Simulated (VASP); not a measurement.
# Rh (P6/mmm) in VASP: a series of runs

Runs on Rh. Level: PBEsol. Tasks: single point, relaxation of cell and atoms.

All numbers are computed with VASP 6.6.1; they aren't measurements. Logs are shortened: lines on timing, memory, paths and dates and some standing lists are left out, and cuts for length are marked.

## (1) The cell of the first run

It takes space group P6/mmm (No. 191, hexagonal). Conventional cell: a = 4.265 Å, b = 4.265 Å, c = 2.645 Å, α = 90.00°, β = 90.00°, γ = 120.00°. Within 3.5 Å of Rh (site symmetry 6/mmm) lie 14 Rh at 2.64 to 2.80 Å. Within 3.3 Å of Rh (site symmetry -6m2) lie 11 Rh at 2.46 to 2.80 Å.

This isn't the form of Rh at room conditions, which is fcc.

## (2) Single point, PBEsol

INCAR

```
SYSTEM = Rh
PREC     = Accurate       ! precision mode
ENCUT    = 500            ! plane-wave cutoff, eV
EDIFF    = 1E-6           ! SCF threshold, eV
ISMEAR   = 0              ! smearing method
SIGMA    = 0.1            ! smearing width, eV
LREAL    = .False.        ! projectors in reciprocal space
LASPH    = .True.         ! aspherical terms in the spheres
NELM     = 120            ! most SCF steps
ALGO     = Normal         ! electronic algorithm
ISIF     = 2              ! what is computed and relaxed
LWAVE    = .False.        ! write WAVECAR
LCHARG   = .False.        ! write CHGCAR
GGA      = PS             ! functional
NBANDS   = 30             ! bands
GGA_COMPAT= .False.
```

KPOINTS

```
regular mesh
0
Gamma
  6 6 6
  0 0 0
```

POSCAR

```
Rh
1.0
    4.2649934834      0.0000000000      0.0000000000
   -2.1324967417      3.6935927036      0.0000000000
    0.0000000000      0.0000000000      2.6449645890
Rh
3
Direct
    0.0000000000      0.0000000000      0.0000000000
    0.3333333333      0.6666666667      0.5000000000
    0.6666666667      0.3333333333      0.5000000000
```

Potentials or basis: VASP PAW PBE potentials, release 64 (Rh_pv).

Launch:

```
> cat potpaw_PBE.64/Rh_pv/POTCAR > POTCAR
> mpirun -np 1 vasp_std > vasp.out
```

OUTCAR:

```text
SYSTEM = Rh
   PREC = Accurate
   ENCUT = 500
   EDIFF = 1E-6
   ISMEAR = 0
   LREAL = .False.
   LASPH = .True.
   NELM = 120
   ISIF = 2
   GGA = PS

 ion  position               nearest neighbor table
   1  0.000  0.000  0.000-   2 2.80   3 2.80   2 2.80   3 2.80   3 2.80   3 2.80   2 2.80   2 2.80
                             3 2.80   3 2.80   2 2.80   2 2.80
   2  0.333  0.667  0.500-   3 2.46   3 2.46   3 2.46   1 2.80   1 2.80   1 2.80   1 2.80   1 2.80
                             1 2.80
   3  0.667  0.333  0.500-   2 2.46   2 2.46   2 2.46   1 2.80   1 2.80   1 2.80   1 2.80   1 2.80
                             1 2.80

  LATTYP: Found a hexagonal cell.
 ALAT       =     4.2649934834
 C/A-ratio  =     0.6201567715

  Lattice vectors:

 A1 = (   4.2649934834,   0.0000000000,   0.0000000000)
 A2 = (  -2.1324967417,   3.6935927036,   0.0000000000)
 A3 = (   0.0000000000,   0.0000000000,   2.6449645890)

Analysis of symmetry for initial positions (statically):
=====================================================================
 Subroutine PRICEL returns:
 Original cell was already a primitive cell.

 Routine SETGRP: Setting up the symmetry group for a
 hexagonal supercell.

 Subroutine GETGRP returns: Found 24 space group operations
 (whereof 24 operations were pure point group operations)
 out of a pool of 24 trial point group operations.

The static configuration has the point symmetry D_6h.

Analysis of symmetry for dynamics (positions and initial velocities):
=====================================================================
 Subroutine PRICEL returns:
 Original cell was already a primitive cell.

 Routine SETGRP: Setting up the symmetry group for a
 hexagonal supercell.

 Subroutine GETGRP returns: Found 24 space group operations
 (whereof 24 operations were pure point group operations)
 out of a pool of 24 trial point group operations.

The dynamic configuration has the point symmetry D_6h.

 Subroutine INISYM returns: Found 24 space group operations
 (whereof 24 operations are pure point group operations),
 and found     1 'primitive' translations

----------------------------------------------------------------------------------------

                                     Primitive cell

  volume of cell :      41.6665

  direct lattice vectors                    reciprocal lattice vectors
     4.264993483  0.000000000  0.000000000     0.234466947  0.135369555  0.000000000
    -2.132496742  3.693592704  0.000000000     0.000000000  0.270739110  0.000000000
     0.000000000  0.000000000  2.644964589     0.000000000  0.000000000  0.378076895

  length of vectors
     4.264993483  4.264993483  2.644964589     0.270739110  0.270739110  0.378076895

  position of ions in fractional coordinates (direct lattice)
     0.000000000  0.000000000  0.000000000
     0.333333333  0.666666667  0.500000000
     0.666666667  0.333333333  0.500000000

  ion indices of the primitive-cell ions
   primitive index   ion index
                 1           1
                 2           2
                 3           3

----------------------------------------------------------------------------------------

 KPOINTS: regular mesh

Automatic generation of k-mesh.
 Grid dimensions read from file:
 generate k-points for:    6    6    6

 Generating k-lattice:

  Cartesian coordinates                     Fractional coordinates (reciprocal lattice)
     0.039077824  0.022561592  0.000000000     0.166666667  0.000000000  0.000000000
     0.000000000  0.045123185  0.000000000     0.000000000  0.166666667  0.000000000
     0.000000000  0.000000000  0.063012816     0.000000000  0.000000000  0.166666667

  Length of vectors
     0.045123185  0.045123185  0.063012816

  Shift w.r.t. Gamma in fractional coordinates (k-lattice)
     0.000000000  0.000000000  0.000000000

 Subroutine IBZKPT returns following result:
 ===========================================

 Found     28 irreducible k-points:

 Following reciprocal coordinates:
            Coordinates               Weight
  0.000000  0.000000  0.000000      1.000000
  0.166667  0.000000  0.000000      6.000000
  0.333333  0.000000  0.000000      6.000000
  0.500000 -0.000000  0.000000      3.000000
  0.166667  0.166667  0.000000      6.000000
  0.333333  0.166667  0.000000     12.000000
[... 16 lines left out ...]
  0.166667  0.000000  0.500000      6.000000
  0.333333  0.000000  0.500000      6.000000
 [... further k-points ...]
   k-points           NKPTS =     28   k-points in BZ     NKDIM =     28   number of bands    NBANDS=     30
   number of dos      NEDOS =    301   number of ions     NIONS =      3
   total plane-waves  NPLWV =  20480
   dimension x,y,z NGX =    32 NGY =   32 NGZ =   20
   dimension x,y,z NGXF=    64 NGYF=   64 NGZF=   40
   ions per type =               3
   NGX,Y,Z   is equivalent  to a cutoff of  12.47, 12.47, 12.57 a.u.
   NGXF,Y,Z  is equivalent  to a cutoff of  24.95, 24.95, 25.14 a.u.
 SYSTEM =  Rh
   PREC   = accura    normal or accurate (medium, high low for compatibility)
   ISTART =      0    job   : 0-new  1-cont  2-samecut
   ICHARG =      2    charge: 1-file 2-atom 10-const
   ISPIN  =      1    spin polarized calculation?
   LNONCOLLINEAR =      F non collinear calculations
   LSORBIT =      F    spin-orbit coupling
   LASPH  =      T    aspherical Exc in radial PAW
   ENCUT  =  500.0 eV  36.75 Ry    6.06 a.u.   7.78  7.78  4.82*2*pi/ulx,y,z
   NELM   =    120;   NELMIN=  2; NELMDL= -5     # of ELM steps
   EDIFF  = 0.1E-05   stopping-criterion for ELM
   LREAL  =      F    real-space projection
   EDIFFG = 0.1E-04   stopping-criterion for IOM
   NSW    =      0    number of steps for IOM
   IBRION =     -1    ionic relax: 0-MD 1-quasi-New 2-CG
   NFREE  =      0    steps in history (QN), initial steepest desc. (CG)
   ISIF   =      2    stress and relaxation
   ISYM   =      2    0-nonsym 1-usesym 2-fastsym
   POTIM  = 0.5000    time-step for ionic-motion
   TEBEG  =    0.0;   TEEND  =   0.0 temperature during run
   PSTRESS=    0.0 pullay stress
   NELECT =      45.0000    total number of electrons
   NUPDOWN=      -1.0000    fix difference up-down
   EMIN   =  10.00;   EMAX   =-10.00  energy-range for DOS
   EFERMI =   0.00;   METHOD = LEGACY
   ISMEAR =     0;   SIGMA  =   0.10  broadening in eV -4-tet -1-fermi 0-gaus
   EFERMI_NEDOS =   21; number of points for ismear=-14 and -15
   IALGO  =     38    algorithm
   IMIX   =      4    mixing-type and parameters
     AMIX     =   0.40;   BMIX     =  1.00
     AMIX_MAG =   1.60;   BMIX_MAG =  1.00
  volume/ion in A,a.u.               =      13.89        93.73
  Fermi-wavevector in a.u.,A,eV,Ry     =   1.679641  3.174062 38.384695  2.821195
  Thomas-Fermi vector in A             =   2.763517
   LORBIT       =      0    0 simple, 1 ext, 2 COOP (PROOUT), +10 PAW based schemes
   GGA     = PS    functional components
   LHFCALC =     F    Hartree Fock is set to
   AEXX    =    0.0000 exact exchange contribution
   IVDW    =     0    specifies the selected vdW correction
   LEPSILON=     F    determine dielectric tensor
   LRPA    =     F    only Hartree local field effects (RPA)
 non-spin polarized calculation
 Gauss-broadening in eV      SIGMA  =   0.10
  energy-cutoff  :      500.00
  volume of cell :       41.67
 maximum number of plane-waves:      1078
 NGX is ok and might be reduce to    32
   NGX = 15   NGY = 15   NGZ =  9

 number of electron      44.9999993 magnetization

 Free energy of the ion-electron system (eV)
  ---------------------------------------------------
  ext. energy  EPLUGINS =         0.00000000
  ---------------------------------------------------
  free energy    TOTEN  =       -23.60947824 eV

  energy without entropy =      -23.57940513  energy(sigma->0) =      -23.59444168

 E-fermi :  11.5684     XC(G=0): -14.1362

 val. band max:       11.5645213514   @ k =   0.3333   0.1667   0.1667
 cond. band min:      11.5813665687   @ k =   0.1667   0.1667   0.3333
 fundamental gap:      0.0168452172
 Fermi energy:        11.5683765996

 k-point     1 :       0.0000    0.0000    0.0000
  band No.  band energies     occupation
      1     -35.4832      2.00000
      2     -35.4832      2.00000
      3     -35.0842      2.00000
      4     -35.0842      2.00000
      5     -34.8017      2.00000
      6     -34.7127      2.00000
[... 22 lines left out ...]
     29      20.1759      0.00000
     30      20.9207      0.00000

 k-point     2 :       0.1667    0.0000    0.0000
  band No.  band energies     occupation
      1     -35.5182      2.00000
      2     -35.4744      2.00000
      3     -35.0347      2.00000
      4     -35.0292      2.00000
      5     -34.7882      2.00000
      6     -34.7786      2.00000
[... 22 lines left out ...]
     29      22.3114      0.00000
     30      22.9546      0.00000

 k-point     3 :       0.3333    0.0000    0.0000
  band No.  band energies     occupation
      1     -35.5742      2.00000
      2     -35.4127      2.00000
      3     -34.9838      2.00000
      4     -34.9353      2.00000
      5     -34.8897      2.00000
      6     -34.7673      2.00000
[... 22 lines left out ...]
     29      24.7851      0.00000
     30      25.4554      0.00000

 k-point     4 :       0.5000   -0.0000    0.0000
  band No.  band energies     occupation
      1     -35.5980      2.00000
      2     -35.3348      2.00000
      3     -35.0896      2.00000
      4     -34.8637      2.00000
      5     -34.8505      2.00000
      6     -34.8273      2.00000
[... 616 lines left out ...]
     29      22.1020      0.00000
     30      23.1131      0.00000

 k-point    23 :       0.1667    0.0000    0.5000
  band No.  band energies     occupation
      1     -35.4426      2.00000
      2     -35.4062      2.00000
      3     -35.2017      2.00000
      4     -35.1864      2.00000
      5     -35.0342      2.00000
      6     -34.8722      2.00000
[... 22 lines left out ...]
     29      21.9800      0.00000
     30      22.3938      0.00000

 k-point    24 :       0.3333    0.0000    0.5000
  band No.  band energies     occupation
      1     -35.4665      2.00000
      2     -35.3934      2.00000
      3     -35.2142      2.00000
      4     -35.1464      2.00000
      5     -35.0626      2.00000
      6     -34.9027      2.00000
[... 22 lines left out ...]
     29      21.6869      0.00000
     30      21.9182      0.00000

 [... further k-points ...]

------------------------ aborting loop because EDIFF is reached ----------------------------------------

  FORCE on cell =-STRESS in cart. coord.  units (eV):
  Direction    XX          YY          ZZ          XY          YZ          ZX
  --------------------------------------------------------------------------------------
  -------------------------------------------------------------------------------------
  Total        0.0098698      0.0098698      0.0132947      0.0000000     -0.0000000      0.0000000
  in kB        0.3795165      0.3795165      0.5112144      0.0000000     -0.0000000      0.0000000
  external PRESSURE =       0.4234158 kB  Pullay stress =       0.0000000 kB

 VOLUME and BASIS-vectors are now :
 -----------------------------------------------------------------------------
  energy-cutoff  :      500.00
  volume of cell :       41.67
      direct lattice vectors                 reciprocal lattice vectors
     4.264993483  0.000000000  0.000000000     0.234466947  0.135369555  0.000000000
    -2.132496742  3.693592704  0.000000000     0.000000000  0.270739110  0.000000000
     0.000000000  0.000000000  2.644964589     0.000000000  0.000000000  0.378076895

 POSITION                                       TOTAL-FORCE (eV/Angst)
 -----------------------------------------------------------------------------------
      0.00000      0.00000      0.00000        -0.000000      0.000000      0.000000
     -0.00000      2.46240      1.32248         0.000000      0.000000      0.000000
      2.13250      1.23120      1.32248        -0.000000     -0.000000      0.000000
 -----------------------------------------------------------------------------------
    total drift:                               -0.000000      0.000000      0.000000

  FREE ENERGIE OF THE ION-ELECTRON SYSTEM (eV)
  ---------------------------------------------------
  free  energy   TOTEN  =       -23.6094782361 eV

  energy  without entropy=      -23.5794051303  energy(sigma->0) =      -23.59444168
```

It took 19 s on 1 thread of Intel Xeon Platinum 8488C (Sapphire Rapids), shared host; peak memory 0.15 GiB.

Results:

```
Free energy            : -23.6095 eV
Pressure               : 0.0 GPa
Band gap on the k mesh : zero (an odd number of electrons rules out a gap without spin polarisation)
```

Caveat: the k points lie up to 0.40 Å⁻¹ apart, too coarse for converged energies and pressures of a metal; the PAW data sets were made with another functional, which shifts forces and pressure a little.

## (3) Single point, PBEsol

This run uses another cell than the first one, of 16.01 Å³/atom.

INCAR

```
PREC = Accurate ; ENCUT = 500
EDIFF = 1E-6 ; ISMEAR = 0
SIGMA = 0.1 ; LREAL = False
LASPH = True ; NELM = 120
ALGO = Normal ; ISIF = 2
LWAVE = False ; LCHARG = True
GGA = PS ; LELF = True
LVHAR = True ; NBANDS = 30
GGA_COMPAT = False
```

KPOINTS

```
Automatic mesh
0
Gamma
  6 6 6
```

POSCAR

```
Rh
1.0
    4.4895314866      0.0000000000      0.0000000000
   -2.2447657433      3.8880483185      0.0000000000
    0.0000000000      0.0000000000      2.7522779983
Rh
3
Direct
    0.0000000000      0.0000000000      0.0000000000
    0.3333333333      0.6666666667      0.5000000000
    0.6666666667      0.3333333333      0.5000000000
```

Potentials or basis: VASP PAW PBE potentials, release 64 (Rh_pv).

Launch:

```
> cat potpaw_PBE.64/Rh_pv/POTCAR > POTCAR
> mpirun -np 1 vasp_std > vasp.out
```

Run time: 31 s. Hardware: 1 thread of Intel Xeon Platinum 8488C (Sapphire Rapids), shared host; peak memory 0.17 GiB.

Results (log left out):

| Property | Result |
| --- | --- |
| Free energy | -22.9771 eV |
| Pressure | -27.3 GPa |
| Band gap on the k mesh | zero (an odd number of electrons rules out a gap without spin polarisation) |

Stress tensor (GPa, compression positive):
```
-29.00   0.00   0.00
  0.00 -29.00   0.00
  0.00   0.00 -23.78
```

Levels at points of the mesh, in eV from the Fermi level:
| k point | band 19 | band 20 | band 21 | band 22 | band 23 | band 24 | band 25 | band 26 | band 27 | band 28 |
| --- | --- | --- | --- | --- | --- | --- | --- | --- | --- | --- |
| (0.00, 0.00, 0.00) | -2.00 | -1.29 | -1.29 | -1.23 | -1.23 | 0.64 | 0.64 | 7.58 | 7.58 | 7.61 |
| (0.50, 0.00, 0.00) | -1.11 | -1.07 | -0.20 | 0.08 | 0.11 | 0.14 | 0.37 | 0.66 | 1.23 | 7.78 |
| (0.00, 0.00, 0.50) | -1.83 | -0.03 | -0.03 | 0.29 | 0.29 | 1.28 | 2.46 | 3.16 | 8.99 | 9.66 |
| (0.50, 0.00, 0.50) | -1.08 | -0.64 | -0.31 | 0.12 | 0.49 | 0.95 | 2.79 | 3.18 | 6.42 | 6.86 |

Caveat: the k points lie up to 0.38 Å⁻¹ apart, too coarse for converged energies and pressures of a metal; the PAW data sets were made with another functional, which shifts forces and pressure a little.

## (4) Relaxation of cell and atoms, PBEsol

This run uses another cell than the first one, of 16.01 Å³/atom.

INCAR

```
SYSTEM = Rh
  PREC = Accurate
  ENCUT = 500
  EDIFF = 1E-7
  ISMEAR = 0
  SIGMA = 0.1
  LREAL = .FALSE.
  LASPH = .TRUE.
  NELM = 120
  ALGO = Normal
  ISIF = 3
  LWAVE = .FALSE.
  LCHARG = .FALSE.
  GGA = PS
  IBRION = 2
  NSW = 90
  EDIFFG = -0.04
  GGA_COMPAT = .FALSE.
  NELMIN = 4
```

KPOINTS

```
Automatic mesh
0
G
  6 6 6
  0 0 0
```

POSCAR is that of step 3.

Launch:

```
> cat potpaw_PBE.64/Rh_pv/POTCAR > POTCAR
> mpirun -np 1 vasp_std > vasp.out
```

Wall time 2 min (1 thread of Intel Xeon Platinum 8488C (Sapphire Rapids), shared host); peak memory 0.17 GiB.

Results (log left out):

| Item | Value |
| --- | --- |
| Free energy | -23.6147 eV |
| Relaxed volume | 13.89 Å³/atom |
| Relaxed cell | a = 4.263 Å, b = 4.263 Å, c = 2.647 Å, α = 90.00°, β = 90.00°, γ = 120.00° |
| Space group after relaxing (to 0.1 Å) | P6/mmm (No. 191) |
| Pressure after relaxing | 0.0 GPa |
| Band gap on the k mesh | zero (an odd number of electrons rules out a gap without spin polarisation) |

Stress tensor (GPa, compression positive):
```
 0.13  0.00  0.00
 0.00  0.13  0.00
 0.00  0.00 -0.21
```

Final structure:
```yaml
crystal:
  lattice:
    - [4.26318, 0.00000, 0.00000]
    - [-2.13159, 3.69203, 0.00000]
    - [0.00000, 0.00000, 2.64657]
  atoms:
    - { symbol: Rh, position: [0.00000, 0.00000, 0.00000] }
    - { symbol: Rh, position: [0.33333, 0.66667, 0.50000] }
    - { symbol: Rh, position: [0.66667, 0.33333, 0.50000] }
```

Levels at points of the mesh, in eV from the Fermi level:
```csv
k point,band 20,band 21,band 22,band 23,band 24,band 25,band 26,band 27
"(0.00, 0.00, 0.00)",-1.73,-1.73,-1.65,-1.65,0.83,0.83,8.62,8.62
"(0.50, 0.00, 0.00)",-1.45,-0.23,0.10,0.12,0.16,0.49,0.87,1.16
"(0.00, 0.00, 0.50)",-0.02,-0.02,0.43,0.43,1.57,2.78,3.56,9.70
"(0.50, 0.00, 0.50)",-0.87,-0.40,0.21,0.58,1.20,2.90,3.60,7.27
```

Caveat: the k points lie up to 0.40 Å⁻¹ apart in the final cell, too coarse for converged energies and pressures of a metal; the PAW data sets were made with another functional, which shifts forces and pressure a little.

## (5) Single point, PBEsol

INCAR

```
SYSTEM = Rh
ALGO = Normal
EDIFF = 1E-6
ENCUT = 500
GGA = PS
GGA_COMPAT = .False.
ISIF = 2
ISMEAR = 0
LASPH = .True.
LCHARG = .True.
LELF = .True.
LREAL = .False.
LVHAR = .True.
LWAVE = .False.
NBANDS = 30
NELM = 120
PREC = Accurate
SIGMA = 0.1
```

KPOINTS

```
k-points
0
Gamma
  12 12 18
  0 0 0
```

POSCAR

```
Rh
1.0
    4.2811134629      0.0000000000      0.0000000000
   -2.1405567315      3.7075530154      0.0000000000
    0.0000000000      0.0000000000      2.6206850274
Rh
3
Direct
    0.0000000000      0.0000000000      0.0000000000
    0.3333333333      0.6666666667      0.5000000000
    0.6666666667      0.3333333333      0.5000000000
```

Launch:

```
> cat potpaw_PBE.64/Rh_pv/POTCAR > POTCAR
> mpirun -np 1 vasp_std > vasp.out
```

It took 86 s on 1 thread of Intel Xeon Platinum 8488C (Sapphire Rapids), shared host; peak memory 0.27 GiB.

It converged, with:

```yaml
Free_energy: -23.6813 eV
Pressure: 0.0 GPa
Band_gap_on_the_k_mesh: zero (an odd number of electrons rules out a gap without spin polarisation)
```

Stress tensor (GPa, compression positive):
```
 0.05  0.00  0.00
 0.00  0.05  0.00
 0.00  0.00 -0.09
```

Levels at points of the mesh, in eV from the Fermi level:
| k point | band 21 | band 22 | band 23 | band 24 | band 25 | band 26 |
| --- | --- | --- | --- | --- | --- | --- |
| (0.00, 0.00, 0.00) | -1.66 | -1.60 | -1.60 | 0.80 | 0.80 | 8.49 |
| (0.50, 0.00, 0.00) | -0.26 | 0.09 | 0.11 | 0.16 | 0.40 | 0.85 |
| (0.00, 0.00, 0.50) | -0.05 | 0.37 | 0.37 | 1.59 | 2.83 | 3.69 |
| (0.50, 0.00, 0.50) | -0.44 | 0.14 | 0.54 | 1.19 | 2.90 | 3.66 |

Caveat: the PAW data sets were made with another functional, which shifts forces and pressure a little.

[end of part 1 of 2]
